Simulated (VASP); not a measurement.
# SnSe (Fm-3m) in VASP: a series of runs

Runs on SnSe. Level: PBE. Tasks: relaxation of the atoms.

Program: VASP 6.6.1. These are calculated values, not measurements. Logs are shortened: lines on timing, memory, paths and dates and some standing lists are left out, and cuts for length are marked.

## Step 1: The cell of the first run

It takes space group Fm-3m (No. 225, cubic). The conventional cell has a = 5.897 Å, b = 5.897 Å, c = 5.897 Å, α = 90.00°, β = 90.00°, γ = 90.00°. Within 3.9 Å of Sn (site symmetry m-3m) lie 6 Se at 2.95 Å. Within 3.9 Å of Se (site symmetry m-3m) lie 6 Sn at 2.95 Å.

## Step 2: Relaxation of the atoms, PBE (25.63 Å³/atom)

The input, INCAR:

```
  PREC = Accurate
  ENCUT = 450
  EDIFF = 1E-7
  ISMEAR = -1
  SIGMA = 0.02
  LREAL = F
  LASPH = T
  NELM = 120
  ALGO = Normal
  ISIF = 2
  LWAVE = F
  LCHARG = F
  GGA = PE
  IBRION = 2
  NSW = 80
  EDIFFG = -0.02
  GGA_COMPAT = F
  NELMIN = 4
```

The input, KPOINTS:

```
Automatic mesh
0
Gamma
  13 13 13
```

The input, POSCAR:

```
SnSe
1.0
    0.0000000000      2.9485541872      2.9485541872
    2.9485541872      0.0000000000      2.9485541872
    2.9485541872      2.9485541872      0.0000000000
Sn Se
1 1
Direct
    0.0000000000      0.0000000000      0.0000000000
    0.5000000000      0.5000000000      0.5000000000
```

Potentials or basis: VASP PAW PBE potentials, release 64 (Sn_d, Se).

Launch:

```console
> cat potpaw_PBE.64/Sn_d/POTCAR potpaw_PBE.64/Se/POTCAR > POTCAR
> mpirun -np 1 vasp_std > vasp.out
```

OUTCAR:

```text
PREC = Accurate
   ENCUT = 450
   EDIFF = 1E-7
   ISMEAR = -1
   LREAL = F
   LASPH = T
   NELM = 120
   ISIF = 2
   GGA = PE
   IBRION = 2
   NSW = 80
   EDIFFG = -0.02
   NELMIN = 4

 ion  position               nearest neighbor table
   1  0.000  0.000  0.000-   2 2.95   2 2.95   2 2.95   2 2.95   2 2.95   2 2.95
   2  0.500  0.500  0.500-   1 2.95   1 2.95   1 2.95   1 2.95   1 2.95   1 2.95

  LATTYP: Found a face centered cubic cell.
 ALAT       =     5.8971083744

  Lattice vectors:

 A1 = (   0.0000000000,   2.9485541872,   2.9485541872)
 A2 = (   2.9485541872,   0.0000000000,   2.9485541872)
 A3 = (   2.9485541872,   2.9485541872,   0.0000000000)

Analysis of symmetry for initial positions (statically):
=====================================================================
 Subroutine PRICEL returns:
 Original cell was already a primitive cell.

 Routine SETGRP: Setting up the symmetry group for a
 face centered cubic supercell.

 Subroutine GETGRP returns: Found 48 space group operations
 (whereof 48 operations were pure point group operations)
 out of a pool of 48 trial point group operations.

The static configuration has the point symmetry O_h .

Analysis of symmetry for dynamics (positions and initial velocities):
=====================================================================
 Subroutine PRICEL returns:
 Original cell was already a primitive cell.

 Routine SETGRP: Setting up the symmetry group for a
 face centered cubic supercell.

 Subroutine GETGRP returns: Found 48 space group operations
 (whereof 48 operations were pure point group operations)
 out of a pool of 48 trial point group operations.

The dynamic configuration has the point symmetry O_h .

 Subroutine INISYM returns: Found 48 space group operations
 (whereof 48 operations are pure point group operations),
 and found     1 'primitive' translations

----------------------------------------------------------------------------------------

                                     Primitive cell

  volume of cell :      51.2693

  direct lattice vectors                    reciprocal lattice vectors
     0.000000000  2.948554187  2.948554187    -0.169574635  0.169574635  0.169574635
     2.948554187  0.000000000  2.948554187     0.169574635 -0.169574635  0.169574635
     2.948554187  2.948554187  0.000000000     0.169574635  0.169574635 -0.169574635

  length of vectors
     4.169885321  4.169885321  4.169885321     0.293711883  0.293711883  0.293711883

  position of ions in fractional coordinates (direct lattice)
     0.000000000  0.000000000  0.000000000
     0.500000000  0.500000000  0.500000000

  ion indices of the primitive-cell ions
   primitive index   ion index
                 1           1
                 2           2

----------------------------------------------------------------------------------------

 KPOINTS: Automatic mesh

Automatic generation of k-mesh.
 Grid dimensions read from file:
 generate k-points for:   13   13   13

 Generating k-lattice:

  Cartesian coordinates                     Fractional coordinates (reciprocal lattice)
    -0.013044203  0.013044203  0.013044203     0.076923077  0.000000000  0.000000000
     0.013044203 -0.013044203  0.013044203     0.000000000  0.076923077  0.000000000
     0.013044203  0.013044203 -0.013044203     0.000000000  0.000000000  0.076923077

  Length of vectors
     0.022593222  0.022593222  0.022593222

  Shift w.r.t. Gamma in fractional coordinates (k-lattice)
     0.000000000  0.000000000  0.000000000

 Subroutine IBZKPT returns following result:
 ===========================================

 Found     84 irreducible k-points:

 Following reciprocal coordinates:
            Coordinates               Weight
  0.000000  0.000000  0.000000      1.000000
  0.076923  0.000000  0.000000      8.000000
  0.153846  0.000000  0.000000      8.000000
  0.230769  0.000000  0.000000      8.000000
  0.307692  0.000000  0.000000      8.000000
  0.384615  0.000000  0.000000      8.000000
[... 16 lines left out ...]
  0.384615  0.153846  0.000000     24.000000
  0.461538  0.153846  0.000000     24.000000
 [... further k-points ...]
   k-points           NKPTS =     84   k-points in BZ     NKDIM =     84   number of bands    NBANDS=     14
   number of dos      NEDOS =    301   number of ions     NIONS =      2
   total plane-waves  NPLWV =  27000
   dimension x,y,z NGX =    30 NGY =   30 NGZ =   30
   dimension x,y,z NGXF=    60 NGYF=   60 NGZF=   60
   ions per type =               1   1
   NGX,Y,Z   is equivalent  to a cutoff of  11.96, 11.96, 11.96 a.u.
   NGXF,Y,Z  is equivalent  to a cutoff of  23.92, 23.92, 23.92 a.u.
 SYSTEM =  unknown system
   PREC   = accura    normal or accurate (medium, high low for compatibility)
   ISTART =      0    job   : 0-new  1-cont  2-samecut
   ICHARG =      2    charge: 1-file 2-atom 10-const
   ISPIN  =      1    spin polarized calculation?
   LNONCOLLINEAR =      F non collinear calculations
   LSORBIT =      F    spin-orbit coupling
   LASPH  =      T    aspherical Exc in radial PAW
   ENCUT  =  450.0 eV  33.07 Ry    5.75 a.u.   7.21  7.21  7.21*2*pi/ulx,y,z
   NELM   =    120;   NELMIN=  4; NELMDL= -5     # of ELM steps
   EDIFF  = 0.1E-06   stopping-criterion for ELM
   LREAL  =      F    real-space projection
   EDIFFG = -.2E-01   stopping-criterion for IOM
   NSW    =     80    number of steps for IOM
   IBRION =      2    ionic relax: 0-MD 1-quasi-New 2-CG
   NFREE  =      1    steps in history (QN), initial steepest desc. (CG)
   ISIF   =      2    stress and relaxation
   ISYM   =      2    0-nonsym 1-usesym 2-fastsym
   POTIM  = 0.5000    time-step for ionic-motion
   TEBEG  =    0.0;   TEEND  =   0.0 temperature during run
   PSTRESS=    0.0 pullay stress
   NELECT =      20.0000    total number of electrons
   NUPDOWN=      -1.0000    fix difference up-down
   EMIN   =  10.00;   EMAX   =-10.00  energy-range for DOS
   EFERMI =   0.00;   METHOD = LEGACY
   ISMEAR =    -1;   SIGMA  =   0.02  broadening in eV -4-tet -1-fermi 0-gaus
   EFERMI_NEDOS =   21; number of points for ismear=-14 and -15
   IALGO  =     38    algorithm
   IMIX   =      4    mixing-type and parameters
     AMIX     =   0.40;   BMIX     =  1.00
     AMIX_MAG =   1.60;   BMIX_MAG =  1.00
  volume/ion in A,a.u.               =      25.63       172.99
  Fermi-wavevector in a.u.,A,eV,Ry     =   1.196187  2.260466 19.468075  1.430863
  Thomas-Fermi vector in A             =   2.332134
   LORBIT       =      0    0 simple, 1 ext, 2 COOP (PROOUT), +10 PAW based schemes
   GGA     = PE    functional components
   LHFCALC =     F    Hartree Fock is set to
   AEXX    =    0.0000 exact exchange contribution
   IVDW    =     0    specifies the selected vdW correction
   LEPSILON=     F    determine dielectric tensor
   LRPA    =     F    only Hartree local field effects (RPA)
 conjugate gradient relaxation of ions
 non-spin polarized calculation
  energy-cutoff  :      450.00
  volume of cell :       51.27
 maximum number of plane-waves:      1139
 NGX is ok and might be reduce to    30
   NGX = 15   NGY = 15   NGZ = 15

 number of electron      20.0000011 magnetization

 Free energy of the ion-electron system (eV)
  ---------------------------------------------------
  ext. energy  EPLUGINS =         0.00000000
  ---------------------------------------------------
  free energy    TOTEN  =        -8.15219045 eV

  energy without entropy =       -8.15218426  energy(sigma->0) =       -8.15218735

 E-fermi :   6.5452     XC(G=0):  -9.8818

 val. band max:        6.4036639305   @ k =  -0.3846   0.0769   0.0000
 cond. band min:       6.6924424405   @ k =  -0.3846   0.0769   0.0000
 fundamental gap:      0.2887785100
 Fermi energy:         6.5451910882

 k-point     1 :       0.0000    0.0000    0.0000
  band No.  band energies     occupation
      1     -15.3012      2.00000
      2     -15.3012      2.00000
      3     -15.3009      2.00000
      4     -15.3009      2.00000
      5     -15.3009      2.00000
      6      -8.0038      2.00000
      7       1.4435      2.00000
      8       3.9282      2.00000
      9       3.9282      2.00000
     10       3.9282      2.00000
     11      10.8505      0.00000
     12      10.8505      0.00000
     13      10.8505      0.00000
     14      12.0839      0.00000

 k-point     2 :       0.0769    0.0000    0.0000
  band No.  band energies     occupation
      1     -15.3018      2.00000
      2     -15.3018      2.00000
      3     -15.3007      2.00000
      4     -15.3000      2.00000
      5     -15.3000      2.00000
      6      -7.9568      2.00000
      7       1.1223      2.00000
      8       3.9356      2.00000
      9       3.9356      2.00000
     10       4.1947      2.00000
     11      10.4028      0.00000
     12      10.4759      0.00000
     13      10.4759      0.00000
     14      12.1051      0.00000

 k-point     3 :       0.1538    0.0000    0.0000
  band No.  band energies     occupation
      1     -15.3035      2.00000
      2     -15.3035      2.00000
      3     -15.3002      2.00000
      4     -15.2973      2.00000
      5     -15.2973      2.00000
      6      -7.8202      2.00000
      7       0.4220      2.00000
      8       3.9597      2.00000
      9       3.9597      2.00000
     10       4.7301      2.00000
     11       9.5727      0.00000
     12       9.7279      0.00000
     13       9.7279      0.00000
     14      12.1309      0.00000
[... 324 lines left out ...]
 k-point    23 :       0.3846    0.1538    0.0000
  band No.  band energies     occupation
      1     -15.3161      2.00000
      2     -15.3038      2.00000
      3     -15.3002      2.00000
      4     -15.2893      2.00000
      5     -15.2852      2.00000
      6      -7.1400      2.00000
      7      -1.1859      2.00000
      8       3.3061      2.00000
      9       3.3685      2.00000
     10       5.0231      2.00000
     11       7.9698      0.00000
     12       9.3384      0.00000
     13       9.6450      0.00000
     14      11.7618      0.00000

 k-point    24 :       0.4615    0.1538    0.0000
  band No.  band energies     occupation
      1     -15.3172      2.00000
      2     -15.3062      2.00000
      3     -15.2980      2.00000
      4     -15.2879      2.00000
      5     -15.2834      2.00000
      6      -6.9334      2.00000
      7      -1.6318      2.00000
      8       3.0800      2.00000
      9       3.4979      2.00000
     10       5.0504      2.00000
     11       7.8873      0.00000
     12       8.7670      0.00000
     13       9.6301      0.00000
     14      12.5548      0.00000

 [... further k-points ...]
[... 5 lines left out ...]
  --------------------------------------------------------------------------------------
  -------------------------------------------------------------------------------------
  Total        1.5484488      1.5484488      1.5484488      0.0000000     -0.0000000      0.0000000
  in kB       48.3893846     48.3893846     48.3893846      0.0000000     -0.0000000      0.0000000
  external PRESSURE =      48.3893846 kB  Pullay stress =       0.0000000 kB

 VOLUME and BASIS-vectors are now :
 -----------------------------------------------------------------------------
  energy-cutoff  :      450.00
  volume of cell :       51.27
      direct lattice vectors                 reciprocal lattice vectors
     0.000000000  2.948554187  2.948554187    -0.169574635  0.169574635  0.169574635
     2.948554187  0.000000000  2.948554187     0.169574635 -0.169574635  0.169574635
     2.948554187  2.948554187  0.000000000     0.169574635  0.169574635 -0.169574635

 POSITION                                       TOTAL-FORCE (eV/Angst)
 -----------------------------------------------------------------------------------
      0.00000      0.00000      0.00000        -0.000000     -0.000000     -0.000000
      2.94855      2.94855      2.94855         0.000000      0.000000      0.000000
 -----------------------------------------------------------------------------------
    total drift:                               -0.000000      0.000000      0.000000

  FREE ENERGIE OF THE ION-ELECTRON SYSTEM (eV)
  ---------------------------------------------------
  free  energy   TOTEN  =        -8.1521904492 eV

  energy  without entropy=       -8.1521842590  energy(sigma->0) =       -8.15218735

 reached required accuracy - stopping structural energy minimisation
```

Wall time 63 s (1 thread of Intel Xeon Platinum 8259CL at 2.50GHz (Skylake/Cascade Lake), shared host); peak memory 0.2 GiB.

Results:

| Property | Result |
| --- | --- |
| Free energy | -8.1522 eV |
| Pressure after relaxing | 4.8 GPa |

Final structure:
```yaml
crystal:
  lattice:
    - [0.00000, 2.94855, 2.94855]
    - [2.94855, 0.00000, 2.94855]
    - [2.94855, 2.94855, 0.00000]
  atoms:
    - { symbol: Sn, position: [0.00000, 0.00000, 0.00000] }
    - { symbol: Se, position: [0.50000, 0.50000, 0.50000] }
```

Caveat: the relaxation stopped at its first step, so nothing moved; this odd mesh misses L, so gap, dielectric constants and Born charges aren't listed; spin-orbit coupling is left out, which moves the levels of the heavy elements.

## Step 3: Relaxation of the atoms, PBE (26.18 Å³/atom)

This run uses another cell than the first one, of 26.18 Å³/atom.

The input, INCAR:

```
SYSTEM = SnSe
ALGO = Normal ; EDIFF = 1E-7
EDIFFG = -0.02 ; ENCUT = 450
GGA = PE ; GGA_COMPAT = .FALSE.
IBRION = 2 ; ISIF = 2
ISMEAR = -1 ; LASPH = .TRUE.
LCHARG = .FALSE. ; LREAL = .FALSE.
LWAVE = .FALSE. ; NELM = 120
NELMIN = 4 ; NSW = 80
PREC = Accurate ; SIGMA = 0.02
```

The input, KPOINTS:

```
k-points
0
G
  13 13 13
  0 0 0
```

The input, POSCAR:

```
SnSe
1.0
    0.0000000000      2.9693193375      2.9693193375
    2.9693193375      0.0000000000      2.9693193375
    2.9693193375      2.9693193375      0.0000000000
Sn Se
1 1
Direct
    0.0000000000      0.0000000000      0.0000000000
    0.5000000000      0.5000000000      0.5000000000
```

Potentials or basis: VASP PAW PBE potentials, release 64 (Sn_d, Se).

Launch:

```console
> cat potpaw_PBE.64/Sn_d/POTCAR potpaw_PBE.64/Se/POTCAR > POTCAR
> mpirun -np 1 vasp_std > vasp.out
```

Run time: 58 s. Hardware: 1 thread of Intel Xeon Platinum 8259CL at 2.50GHz (Skylake/Cascade Lake), shared host; peak memory 0.2 GiB.

The run converged. Its results:

| Item | Value |
| --- | --- |
| Free energy | -8.1804 eV |
| Pressure after relaxing | 3.5 GPa |

Final structure:
```yaml
crystal:
  lattice:
    - [0.00000, 2.96932, 2.96932]
    - [2.96932, 0.00000, 2.96932]
    - [2.96932, 2.96932, 0.00000]
  atoms:
    - { symbol: Sn, position: [0.00000, 0.00000, 0.00000] }
    - { symbol: Se, position: [0.50000, 0.50000, 0.50000] }
```

Levels at points of the mesh, in eV from the Fermi level:
```csv
k point,band 8,band 9,band 10,band 11,band 12,band 13
"(0.00, 0.00, 0.00)",-2.54,-2.54,-2.54,4.24,4.24,4.24
```

Caveat: the relaxation stopped at its first step, so nothing moved; this odd mesh misses L, so gap, dielectric constants and Born charges aren't listed; spin-orbit coupling is left out, which moves the levels of the heavy elements.
